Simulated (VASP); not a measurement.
# Co in VASP: further runs

Co is run at these levels: PBE; tasks: relaxation of cell and atoms, single point.

All numbers are computed with VASP 6.6.1; they aren't measurements. Logs are shortened: lines on timing, memory, paths and dates and some standing lists are left out, and cuts for length are marked.

### 1 The cell of the first run

The structure is cubic, space group Fm-3m (No. 225). Conventional cell: a = 3.538 Å, b = 3.538 Å, c = 3.538 Å, α = 90.00°, β = 90.00°, γ = 90.00°. Co (site symmetry m-3m) has 12 Co at 2.50 Å within 3.3 Å.

This isn't the form of Co at room conditions, which is hcp.

### 2 Relaxation of cell and atoms, PBE, collinear spin, antiferromagnetic start

INCAR

```
SYSTEM = Co
PREC = Accurate
ENCUT = 600
EDIFF = 1E-7
ISMEAR = -1
SIGMA = 0.05
LREAL = .False.
LASPH = .True.
NELM = 200
ALGO = Normal
ISIF = 3
LWAVE = .False.
LCHARG = .False.
ISPIN = 2
MAGMOM = 1.7 -1.7
LORBIT = 11
LMAXMIX = 4
GGA = PE
IBRION = 2
NSW = 80
EDIFFG = -0.01
GGA_COMPAT = .False.
NELMIN = 4
```

KPOINTS

```
regular mesh
0
Gamma
  12 12 9
  0 0 0
```

POSCAR

```
Co
1.0
    2.5018880127      0.0000000000      0.0000000000
    0.0000000000      2.5018880127      0.0000000000
    0.0000000000      0.0000000000      3.5382039592
Co
2
Direct
    0.0000000000      0.0000000000      0.0000000000
    0.5000000000      0.5000000000      0.5000000000
```

Potentials or basis: VASP PAW PBE potentials, release 64 (Co).

On the command line:

```
$ cat potpaw_PBE.64/Co/POTCAR > POTCAR
$ mpirun -np 1 vasp_std > vasp.out
```

OUTCAR:

```text
SYSTEM = Co
   PREC = Accurate
   ENCUT = 600
   EDIFF = 1E-7
   ISMEAR = -1
   LREAL = .False.
   LASPH = .True.
   NELM = 200
   ISIF = 3
   ISPIN = 2
   LORBIT = 11
   GGA = PE
   IBRION = 2
   NSW = 80
   EDIFFG = -0.01
   NELMIN = 4

 ion  position               nearest neighbor table
   1  0.000  0.000  0.000-   2 2.50   2 2.50   2 2.50   2 2.50   2 2.50   2 2.50   2 2.50   2 2.50

   2  0.500  0.500  0.500-   1 2.50   1 2.50   1 2.50   1 2.50   1 2.50   1 2.50   1 2.50   1 2.50

  LATTYP: Found a simple tetragonal cell.
 ALAT       =     2.5018880127
 C/A-ratio  =     1.4142135624

  Lattice vectors:

 A1 = (   2.5018880127,   0.0000000000,   0.0000000000)
 A2 = (   0.0000000000,   2.5018880127,   0.0000000000)
 A3 = (   0.0000000000,   0.0000000000,   3.5382039592)

Analysis of symmetry for initial positions (statically):
=====================================================================
 Subroutine PRICEL returns following result:

  LATTYP: Found a face centered cubic cell.
 ALAT       =     3.5382039591

  Lattice vectors:

 A1 = (  -1.2509440063,  -1.2509440063,  -1.7691019796)
 A2 = (   1.2509440063,  -1.2509440063,  -1.7691019796)
 A3 = (   0.0000000000,  -2.5018880127,  -0.0000000000)

   2 primitive cells build up your supercell.

 Routine SETGRP: Setting up the symmetry group for a
 simple tetragonal supercell.

 Subroutine GETGRP returns: Found 16 space group operations
 (whereof 16 operations were pure point group operations)
 out of a pool of 16 trial point group operations.

The static configuration has the point symmetry D_4h.

Analysis of symmetry for dynamics (positions and initial velocities):
=====================================================================
 Subroutine PRICEL returns following result:

  LATTYP: Found a face centered cubic cell.
 ALAT       =     3.5382039591

  Lattice vectors:

 A1 = (  -1.2509440063,  -1.2509440063,  -1.7691019796)
 A2 = (   1.2509440063,  -1.2509440063,  -1.7691019796)
 A3 = (   0.0000000000,  -2.5018880127,  -0.0000000000)

   2 primitive cells build up your supercell.

 Routine SETGRP: Setting up the symmetry group for a
 simple tetragonal supercell.

 Subroutine GETGRP returns: Found 16 space group operations
 (whereof 16 operations were pure point group operations)
 out of a pool of 16 trial point group operations.

The dynamic configuration has the point symmetry D_4h.

Analysis of structural, dynamic, and magnetic symmetry:
=====================================================================
 Subroutine PRICEL returns following result:

  LATTYP: Found a face centered cubic cell.
 ALAT       =     3.5382039591

  Lattice vectors:

 A1 = (  -1.2509440063,  -1.2509440063,  -1.7691019796)
 A2 = (   1.2509440063,  -1.2509440063,  -1.7691019796)
 A3 = (   0.0000000000,  -2.5018880127,  -0.0000000000)

   2 primitive cells build up your supercell.

 Routine SETGRP: Setting up the symmetry group for a
 simple tetragonal supercell.

 Subroutine GETGRP returns: Found 16 space group operations
 (whereof 16 operations were pure point group operations)
 out of a pool of 16 trial point group operations.

The overall configuration has the point symmetry D_4h.

 Subroutine INISYM returns: Found 16 space group operations
 (whereof 16 operations are pure point group operations),
 and found     2 'primitive' translations

----------------------------------------------------------------------------------------

                                     Primitive cell

  volume of cell :      11.0736

  direct lattice vectors                    reciprocal lattice vectors
    -1.250944006 -1.250944006 -1.769101980    -0.399698146  0.000000000 -0.282629269
     1.250944006 -1.250944006 -1.769101980     0.399698146  0.000000000 -0.282629269
     0.000000000 -2.501888013 -0.000000000    -0.000000000 -0.399698146  0.282629269

  length of vectors
     2.501888013  2.501888013  2.501888013     0.489528254  0.489528254  0.489528254

  position of ions in fractional coordinates (direct lattice)
     0.000000000  0.000000000  0.000000000

  ion indices of the primitive-cell ions
   primitive index   ion index
                 1           1

----------------------------------------------------------------------------------------

 KPOINTS: regular mesh

Automatic generation of k-mesh.
 Grid dimensions read from file:
 generate k-points for:   12   12    9

 Generating k-lattice:

  Cartesian coordinates                     Fractional coordinates (reciprocal lattice)
     0.033308179  0.000000000  0.000000000     0.083333333  0.000000000  0.000000000
     0.000000000  0.033308179  0.000000000     0.000000000  0.083333333  0.000000000
     0.000000000  0.000000000  0.031403252     0.000000000  0.000000000  0.111111111

  Length of vectors
     0.033308179  0.033308179  0.031403252

  Shift w.r.t. Gamma in fractional coordinates (k-lattice)
     0.000000000  0.000000000  0.000000000

 Subroutine IBZKPT returns following result:
 ===========================================

 Found    140 irreducible k-points:

 Following reciprocal coordinates:
            Coordinates               Weight
  0.000000  0.000000  0.000000      1.000000
  0.083333  0.000000  0.000000      4.000000
  0.166667  0.000000  0.000000      4.000000
  0.250000  0.000000  0.000000      4.000000
  0.333333  0.000000  0.000000      4.000000
  0.416667  0.000000  0.000000      4.000000
[... 16 lines left out ...]
  0.333333  0.333333  0.000000      4.000000
  0.416667  0.333333  0.000000      8.000000
 [... further k-points ...]
   k-points           NKPTS =    140   k-points in BZ     NKDIM =    140   number of bands    NBANDS=     13
   number of dos      NEDOS =    301   number of ions     NIONS =      2
   total plane-waves  NPLWV =  11200
   dimension x,y,z NGX =    20 NGY =   20 NGZ =   28
   dimension x,y,z NGXF=    40 NGYF=   40 NGZF=   56
   ions per type =               2
   NGX,Y,Z   is equivalent  to a cutoff of  13.29, 13.29, 13.16 a.u.
   NGXF,Y,Z  is equivalent  to a cutoff of  26.58, 26.58, 26.31 a.u.
 SYSTEM =  Co
   PREC   = accura    normal or accurate (medium, high low for compatibility)
   ISTART =      0    job   : 0-new  1-cont  2-samecut
   ICHARG =      2    charge: 1-file 2-atom 10-const
   ISPIN  =      2    spin polarized calculation?
   LNONCOLLINEAR =      F non collinear calculations
   LSORBIT =      F    spin-orbit coupling
   LASPH  =      T    aspherical Exc in radial PAW
   ENCUT  =  600.0 eV  44.10 Ry    6.64 a.u.   5.00  5.00  7.07*2*pi/ulx,y,z
   NELM   =    200;   NELMIN=  4; NELMDL= -5     # of ELM steps
   EDIFF  = 0.1E-06   stopping-criterion for ELM
   LREAL  =      F    real-space projection
   EDIFFG = -.1E-01   stopping-criterion for IOM
   NSW    =     80    number of steps for IOM
   IBRION =      2    ionic relax: 0-MD 1-quasi-New 2-CG
   NFREE  =      1    steps in history (QN), initial steepest desc. (CG)
   ISIF   =      3    stress and relaxation
   ISYM   =      2    0-nonsym 1-usesym 2-fastsym
   POTIM  = 0.5000    time-step for ionic-motion
   TEBEG  =    0.0;   TEEND  =   0.0 temperature during run
   PSTRESS=    0.0 pullay stress
   NELECT =      18.0000    total number of electrons
   NUPDOWN=      -1.0000    fix difference up-down
   EMIN   =  10.00;   EMAX   =-10.00  energy-range for DOS
   EFERMI =   0.00;   METHOD = LEGACY
   ISMEAR =    -1;   SIGMA  =   0.05  broadening in eV -4-tet -1-fermi 0-gaus
   EFERMI_NEDOS =   21; number of points for ismear=-14 and -15
   IALGO  =     38    algorithm
   IMIX   =      4    mixing-type and parameters
     AMIX     =   0.40;   BMIX     =  1.00
     AMIX_MAG =   1.60;   BMIX_MAG =  1.00
  volume/ion in A,a.u.               =      11.07        74.73
  Fermi-wavevector in a.u.,A,eV,Ry     =   1.527775  2.887077 31.757320  2.334097
  Thomas-Fermi vector in A             =   2.635625
   LORBIT       =     11    0 simple, 1 ext, 2 COOP (PROOUT), +10 PAW based schemes
   GGA     = PE    functional components
   LHFCALC =     F    Hartree Fock is set to
   AEXX    =    0.0000 exact exchange contribution
   IVDW    =     0    specifies the selected vdW correction
   LEPSILON=     F    determine dielectric tensor
   LRPA    =     F    only Hartree local field effects (RPA)
 conjugate gradient relaxation of ions
 spin polarized calculation
  energy-cutoff  :      600.00
  volume of cell :       22.15
 maximum number of plane-waves:       760
 NGX is ok and might be reduce to    20
   NGX =  9   NGY =  9   NGZ = 15

--------------------------------------- Ionic step        1  -------------------------------------------

 number of electron      17.9999984 magnetization      -0.0000000

 number of electron      17.9999984 magnetization       0.0000000

 Free energy of the ion-electron system (eV)
  ---------------------------------------------------
  ext. energy  EPLUGINS =         0.00000000
  ---------------------------------------------------
  free energy    TOTEN  =       -13.61535169 eV

  energy without entropy =      -13.57687848  energy(sigma->0) =      -13.59611509

 E-fermi :   9.7860     XC(G=0): -13.3023

 val. band max:        9.7854493806   @ k =   0.3333   0.0000   0.0000
 cond. band min:       9.7865184911   @ k =   0.3333   0.3333   0.3333
 fundamental gap:      0.0010691105
 Fermi energy:         9.7859525382

 spin component 1

 k-point     1 :       0.0000    0.0000    0.0000
  band No.  band energies     occupation
      1       1.1664      1.00000
      2       5.4356      1.00000
      3       6.0508      1.00000
      4       8.0587      1.00000
      5       8.0587      1.00000
      6       8.0608      1.00000
      7       9.2704      0.99997
      8       9.2724      0.99997
      9      10.0719      0.00327
     10      10.2914      0.00004
     11      10.2914      0.00004
     12      12.5261      0.00000
     13      19.8159      0.00000
[... 867 lines left out ...]
--------------------------------------- Ionic step        4  -------------------------------------------

 number of electron      18.0000012 magnetization       0.0000000

 number of electron      18.0000012 magnetization      -0.0000000

 Free energy of the ion-electron system (eV)
  ---------------------------------------------------
  ext. energy  EPLUGINS =         0.00000000
  ---------------------------------------------------
  free energy    TOTEN  =       -13.70177897 eV

  energy without entropy =      -13.66865250  energy(sigma->0) =      -13.68521573

 E-fermi :  10.9386     XC(G=0): -13.7518

 val. band max:       10.9378470605   @ k =   0.3333   0.3333   0.3333
 cond. band min:      10.9615139690   @ k =   0.2500   0.1667   0.2222
 fundamental gap:      0.0236669085
 Fermi energy:        10.9385902086

 spin component 1

 k-point     1 :       0.0000    0.0000    0.0000
  band No.  band energies     occupation
      1       1.8156      1.00000
      2       6.0884      1.00000
      3       6.7607      1.00000
      4       9.0038      1.00000
      5       9.0038      1.00000
      6       9.0076      1.00000
      7      10.3625      0.99999
      8      10.3626      0.99999
      9      11.2591      0.00164
     10      11.5064      0.00001
     11      11.5064      0.00001
     12      13.7773      0.00000
     13      21.7054      0.00000
[... 785 lines left out ...]
  FREE ENERGIE OF THE ION-ELECTRON SYSTEM (eV)
  ---------------------------------------------------
  free  energy   TOTEN  =       -13.7017789673 eV

  energy  without entropy=      -13.6686524996  energy(sigma->0) =      -13.68521573

 reached required accuracy - stopping structural energy minimisation

 total charge

# of ion       s       p       d       tot
------------------------------------------
    1        0.508   0.564   7.310   8.383
    2        0.508   0.564   7.310   8.383
--------------------------------------------------
tot          1.017   1.129  14.621  16.766

 magnetization (x)

# of ion       s       p       d       tot
------------------------------------------
    1        0.000   0.000  -0.000  -0.000
    2       -0.000  -0.000   0.000   0.000
--------------------------------------------------
tot          0.000   0.000   0.000   0.000
```

It took 1.9 min on 1 thread of Intel Xeon 6975P-C (Granite Rapids), shared host; peak memory 0.2 GiB.

What came out:

```
Free energy                                           : -13.7018 eV
Relaxed volume                                        : 10.27 Å³/atom
Relaxed cell                                          : a = 2.440 Å, b = 2.440 Å, c = 3.449 Å, α = 90.00°, β = 90.00°, γ = 90.00°
Space group after relaxing (to 0.1 Å)                 : Fm-3m (No. 225)
Energy gained by relaxing                             : 43.2 meV/atom
Ionic steps                                           : 4
Pressure after relaxing                               : 0.0 GPa
Band gap on the k mesh                                : zero (filled and empty bands overlap)
Net moment                                            : 0.00 μB per cell
Valence electrons inside the program's atomic spheres : Co 8.38
```

The path:
```csv
step,energy change (eV),largest force (eV/Å),pressure (GPa),volume (Å³)
1,0.0000,0.0000,-15.94,22.15
2,0.0506,0.0000,27.60,18.80
3,-0.0864,0.0000,-0.34,20.56
4,-0.0864,0.0000,0.04,20.53
```

Final structure:
```
Co
1.0
     2.43973    0.00000    0.00000
     0.00000    2.43973    0.00000
     0.00000    0.00000    3.44947
Co
2
Direct
  0.00000 0.00000 0.00000
  0.50000 0.50000 0.50000
```

### 3 Single point, PBE, collinear spin, ferromagnetic start (9.48 Å³/atom)

This run uses another cell than the first one, of 9.48 Å³/atom.

INCAR

```
SYSTEM = Co
PREC = Accurate
ENCUT = 600
EDIFF = 1E-6
ISMEAR = -1
SIGMA = 0.05
LREAL = .FALSE.
LASPH = .TRUE.
NELM = 200
ALGO = Normal
ISIF = 2
LWAVE = .FALSE.
LCHARG = .TRUE.
ISPIN = 2
MAGMOM = -1.666 -1.666
LORBIT = 11
LMAXMIX = 4
GGA = PE
LELF = .TRUE.
LVHAR = .TRUE.
NBANDS = 20
GGA_COMPAT = .FALSE.
```

KPOINTS

```
Automatic mesh
0
G
  14 14 10
  0 0 0
```

POSCAR

```
Co
1.0
    2.3761179294      0.0000000000      0.0000000000
    0.0000000000      2.3761179294      0.0000000000
    0.0000000000      0.0000000000      3.3586395086
Co
2
Direct
    0.0000000000      0.0000000000      0.0000000000
    0.5000000000      0.5000000000      0.5000000000
```

Potentials or basis: VASP PAW PBE potentials, release 64 (Co).

On the command line:

```
$ cat potpaw_PBE.64/Co/POTCAR > POTCAR
$ mpirun -np 1 vasp_std > vasp.out
```

Wall time 94 s (1 thread of AMD EPYC 9R45 (Zen 5), shared host); peak memory 0.22 GiB.

Results (log left out):

- Free energy: -13.7453 eV
- Pressure: 39.7 GPa
- Net moment: -3.07 μB per cell
- Site moments: Co -1.53 μB
- Valence electrons inside the program's atomic spheres: Co 8.57

Levels at points of the mesh, in eV from the Fermi level:
Spin up:
| k point | band 5 | band 6 | band 7 | band 8 | band 9 | band 10 | band 11 | band 12 |
| --- | --- | --- | --- | --- | --- | --- | --- | --- |
| (0.00, 0.00, 0.00) | -1.41 | -1.41 | 0.29 | 0.30 | 1.35 | 1.56 | 1.56 | 2.90 |
| (0.50, 0.00, 0.00) | -2.13 | -2.13 | -0.44 | -0.44 | 0.15 | 0.15 | 2.98 | 2.98 |
| (0.50, 0.50, 0.00) | 1.35 | 1.35 | 1.56 | 1.56 | 1.56 | 1.56 | 2.89 | 2.89 |
| (0.00, 0.00, 0.50) | -0.80 | -0.80 | -0.18 | -0.18 | -0.18 | -0.18 | 0.81 | 0.81 |
| (0.50, 0.00, 0.50) | -1.46 | -1.46 | -0.33 | -0.33 | 1.32 | 1.32 | 1.32 | 1.32 |
| (0.50, 0.50, 0.50) | -2.56 | -2.56 | 0.10 | 0.10 | 1.56 | 1.56 | 9.58 | 9.58 |
Spin down:
| k point | band 8 | band 9 | band 10 | band 11 | band 12 | band 13 |
| --- | --- | --- | --- | --- | --- | --- |
| (0.00, 0.00, 0.00) | -1.55 | -0.58 | -0.18 | -0.18 | 2.84 | 11.11 |
| (0.50, 0.00, 0.00) | -2.16 | -1.47 | -1.47 | 1.58 | 1.58 | 13.28 |
| (0.50, 0.50, 0.00) | -0.18 | -0.18 | -0.18 | 2.83 | 2.83 | 11.09 |
| (0.00, 0.00, 0.50) | -1.75 | -1.75 | -1.75 | -1.07 | -1.07 | 21.47 |
| (0.50, 0.00, 0.50) | -0.48 | -0.48 | -0.48 | -0.34 | -0.34 | 7.45 |
| (0.50, 0.50, 0.50) | -1.65 | -0.18 | -0.18 | 9.04 | 9.04 | 9.04 |

Caveat: the cell stands under pressure.

(Part 1 of 2 ends here.)
